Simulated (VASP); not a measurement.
# CdS (P6_3mc) in VASP: further runs, part 2 of 2

VASP 6.6.1.

## 5. Single point, PBEsol

This run uses another cell than the first one, of 23.97 Å³/atom.

File INCAR:

```
SYSTEM = CdS
PREC     = Accurate       ! precision mode
ENCUT    = 520            ! plane-wave cutoff, eV
EDIFF    = 1E-7           ! SCF threshold, eV
ISMEAR   = 0              ! smearing method
SIGMA    = 0.01           ! smearing width, eV
LREAL    = .FALSE.        ! projectors in reciprocal space
LASPH    = .TRUE.         ! aspherical terms in the spheres
NELM     = 60             ! most SCF steps
ALGO     = Normal         ! electronic algorithm
ISIF     = 2              ! what is computed and relaxed
LWAVE    = .FALSE.        ! write WAVECAR
LCHARG   = .FALSE.        ! write CHGCAR
GGA      = PS             ! functional
NBANDS   = 26             ! bands
```

File KPOINTS:

```
Automatic mesh
0
G
  6 6 4
  0 0 0
```

File POSCAR:

```
CdS
1.0
    4.0827873736      0.0000000000      0.0000000000
   -2.0413936868      3.5357975838      0.0000000000
    0.0000000000      0.0000000000      6.6415474563
Cd S
2 2
Direct
    0.3333333333      0.6666666667     -0.0007672232
    0.6666666667      0.3333333333      0.4992327768
    0.3333333333      0.6666666667      0.3757672232
    0.6666666667      0.3333333333      0.8757672232
```

Potentials or basis: VASP PAW PBE potentials, release 64 (Cd, S).

Started as:

```bash
$ cat potpaw_PBE.64/Cd/POTCAR potpaw_PBE.64/S/POTCAR > POTCAR
$ mpirun -np 1 vasp_std > vasp.out
```

OUTCAR:

```text
SYSTEM = CdS
   PREC = Accurate
   ENCUT = 520
   EDIFF = 1E-7
   ISMEAR = 0
   LREAL = .FALSE.
   LASPH = .TRUE.
   NELM = 60
   ISIF = 2
   GGA = PS

 ion  position               nearest neighbor table
   1  0.333  0.667  0.999-   4 2.50   4 2.50   4 2.50   3 2.50
   2  0.667  0.333  0.499-   3 2.50   3 2.50   3 2.50   4 2.50
   3  0.333  0.667  0.376-   2 2.50   2 2.50   2 2.50   1 2.50
   4  0.667  0.333  0.876-   1 2.50   1 2.50   1 2.50   2 2.50

  LATTYP: Found a hexagonal cell.
 ALAT       =     4.0827873736
 C/A-ratio  =     1.6267189174

  Lattice vectors:

 A1 = (   4.0827873736,   0.0000000000,   0.0000000000)
 A2 = (  -2.0413936868,   3.5357975838,   0.0000000000)
 A3 = (   0.0000000000,   0.0000000000,   6.6415474563)

Analysis of symmetry for initial positions (statically):
=====================================================================
 Subroutine PRICEL returns:
 Original cell was already a primitive cell.

 Routine SETGRP: Setting up the symmetry group for a
 hexagonal supercell.

 Subroutine GETGRP returns: Found 12 space group operations
 (whereof  6 operations were pure point group operations)
 out of a pool of 24 trial point group operations.

[... 165 lines left out ...]

 val. band max:        1.5142196225   @ k =   0.0000   0.0000   0.0000
 cond. band min:       2.6780575192   @ k =   0.0000   0.0000   0.0000
 fundamental gap:      1.1638378967
 Fermi energy:         1.5969908570

 k-point     1 :       0.0000    0.0000    0.0000
  band No.  band energies     occupation
      1     -11.0949      2.00000
      2     -10.6146      2.00000
      3      -6.3309      2.00000
      4      -6.3228      2.00000
      5      -6.3228      2.00000
      6      -6.2295      2.00000
[... 598 lines left out ...]
     25      10.7452      0.00000
     26      10.7452      0.00000

------------------------ aborting loop because EDIFF is reached ----------------------------------------

  FORCE on cell =-STRESS in cart. coord.  units (eV):
  Direction    XX          YY          ZZ          XY          YZ          ZX
  --------------------------------------------------------------------------------------
  -------------------------------------------------------------------------------------
  Total        1.4657058      1.4657058      1.4721285      0.0000000      0.0000000      0.0000000
  in kB       24.4931110     24.4931110     24.6004387      0.0000000      0.0000000      0.0000000
  external PRESSURE =      24.5288869 kB  Pullay stress =       0.0000000 kB

 VOLUME and BASIS-vectors are now :
 -----------------------------------------------------------------------------
  energy-cutoff  :      520.00
  volume of cell :       95.88
      direct lattice vectors                 reciprocal lattice vectors
     4.082787374  0.000000000  0.000000000     0.244930708  0.141410810  0.000000000
    -2.041393687  3.535797584  0.000000000     0.000000000  0.282821620  0.000000000
     0.000000000  0.000000000  6.641547456     0.000000000  0.000000000  0.150567320

 POSITION                                       TOTAL-FORCE (eV/Angst)
 -----------------------------------------------------------------------------------
     -0.00000      2.35720      6.63645         0.000000     -0.000000      0.002567
      2.04139      1.17860      3.31568        -0.000000      0.000000      0.002567
     -0.00000      2.35720      2.49568        -0.000000      0.000000     -0.002567
      2.04139      1.17860      5.81645         0.000000     -0.000000     -0.002567
 -----------------------------------------------------------------------------------
    total drift:                                0.000000      0.000000      0.001143

  FREE ENERGIE OF THE ION-ELECTRON SYSTEM (eV)
  ---------------------------------------------------
  free  energy   TOTEN  =       -13.6038959684 eV

  energy  without entropy=      -13.6038959684  energy(sigma->0) =      -13.60389597
```

stdout:

```text
POSCAR found type information on POSCAR CdS
 POSCAR found :  2 types and       4 ions
 scaLAPACK will be used
 -----------------------------------------------------------------------------
|                                                                             |
|                                                                             |
|     You enforced a specific xc type in the INCAR file but a different       |
|     I HOPE YOU KNOW WHAT YOU ARE DOING!                                     |
|                                                                             |
 -----------------------------------------------------------------------------

 LDA part: xc-table for (Slater+PW92), standard interpolation
 POSCAR, INCAR and KPOINTS ok, starting setup
 FFT: planning ... GRIDC
 FFT: planning ... GRID_SOFT
 FFT: planning ... GRID
 WAVECAR not read
 entering main loop
```

Wall time 24 s (1 thread of AMD EPYC 9R45 (Zen 5), shared host); peak memory 0.18 GiB.

Results:

```yaml
Free_energy: -13.6039 eV
Pressure: 2.5 GPa
Band_gap_on_the_k_mesh: 1.16 eV
```

Forces in eV/Å, atoms in the order of the input:
```
Cd   0.000  0.000  0.003
Cd   0.000  0.000  0.003
S    0.000  0.000 -0.003
S    0.000  0.000 -0.003
```

Levels at points of the mesh, in eV from the valence-band top:
```
           k point  band 14  band 15  band 16  band 17  band 18  band 19  band 20  band 21  band 22  band 23
(0.00, 0.00, 0.00)    -0.83    -0.83    -0.05     0.00     0.00     1.16     2.72     6.37     6.37     6.67
(0.50, 0.00, 0.00)    -3.74    -2.87    -2.05    -1.43    -0.83     3.70     3.75     4.96     6.45     6.93
(0.00, 0.00, 0.50)    -2.60    -0.43    -0.43    -0.43    -0.43     2.82     2.82     6.10     6.10     6.73
(0.50, 0.00, 0.50)    -4.41    -1.47    -1.47    -1.44    -1.44     3.37     3.37     5.28     5.28     7.89
```

Caveat: the PAW data sets were made with another functional, which shifts forces and pressure a little.

## 6. Single point, PBEsol

This run uses another cell than the first one, of 24.32 Å³/atom.

File INCAR:

```
PREC = Accurate
ENCUT = 520
EDIFF = 1E-6
ISMEAR = 0
SIGMA = 0.01
LREAL = False
LASPH = True
NELM = 60
ALGO = Normal
ISIF = 2
LWAVE = False
LCHARG = False
GGA = PS
NBANDS = 26
```

File KPOINTS:

```
Automatic mesh
0
Gamma
  6 6 4
```

File POSCAR:

```
CdS
1.0
    4.1027280801      0.0000000000      0.0000000000
   -2.0513640401      3.5530667422      0.0000000000
    0.0000000000      0.0000000000      6.6737648505
Cd S
2 2
Direct
    0.3333333333      0.6666666667     -0.0007772659
    0.6666666667      0.3333333333      0.4992227341
    0.3333333333      0.6666666667      0.3757772659
    0.6666666667      0.3333333333      0.8757772659
```

Potentials or basis: VASP PAW PBE potentials, release 64 (Cd, S).

Started as:

```bash
$ cat potpaw_PBE.64/Cd/POTCAR potpaw_PBE.64/S/POTCAR > POTCAR
$ mpirun -np 1 vasp_std > vasp.out
```

Run time: 25 s. Hardware: 1 thread of AMD EPYC 9R45 (Zen 5), shared host; peak memory 0.2 GiB.

The run converged. Its results:

* Free energy: -13.6211 eV
* Pressure: 1.4 GPa
* Band gap on the k mesh: 1.13 eV

Levels at points of the mesh, in eV from the valence-band top:
```
           k point  band 16  band 17  band 18  band 19  band 20  band 21
(0.00, 0.00, 0.00)    -0.05     0.00     0.00     1.13     2.70     6.37
(0.50, 0.00, 0.00)    -1.99    -1.39    -0.80     3.67     3.75     4.96
(0.00, 0.00, 0.50)    -0.42    -0.42    -0.42     2.79     2.79     6.09
(0.50, 0.00, 0.50)    -1.43    -1.41    -1.41     3.36     3.36     5.28
```

Caveat: the PAW data sets were made with another functional, which shifts forces and pressure a little.

## 7. Summary

| cell | gap on the mesh (eV) | pressure (GPa) |
| --- | --- | --- |
| a = 3.953, b = 3.953, c = 6.458 Å, angles 90.0, 90.0, 120.0°, 4 atoms, atomic positions A | 1.35 | 10.7 |
| a = 3.996, b = 3.996, c = 6.515 Å, angles 90.0, 90.0, 120.0°, 4 atoms, atomic positions B | 1.29 | 7.6 |
| a = 4.045, b = 4.045, c = 6.585 Å, angles 90.0, 90.0, 120.0°, 4 atoms, atomic positions C | 1.22 | 4.5 |
| a = 4.083, b = 4.083, c = 6.642 Å, angles 90.0, 90.0, 120.0°, 4 atoms, atomic positions D | 1.16 | 2.5 |
| a = 4.103, b = 4.103, c = 6.674 Å, angles 90.0, 90.0, 120.0°, 4 atoms, atomic positions D | 1.13 | 1.4 |

Alike in all rows: task single point; level PBEsol; potentials or basis VASP PAW PBE potentials, release 64 (Cd, S); no spin polarisation; k mesh 6 × 6 × 4; cutoff (eV) 520; smearing gaussian 0.01 eV.

Caveats: the PAW data sets were made with another functional, which shifts forces and pressure a little; the cell stands under pressure (at least some runs).

Absolute energies hang on the potentials; compare differences alone.
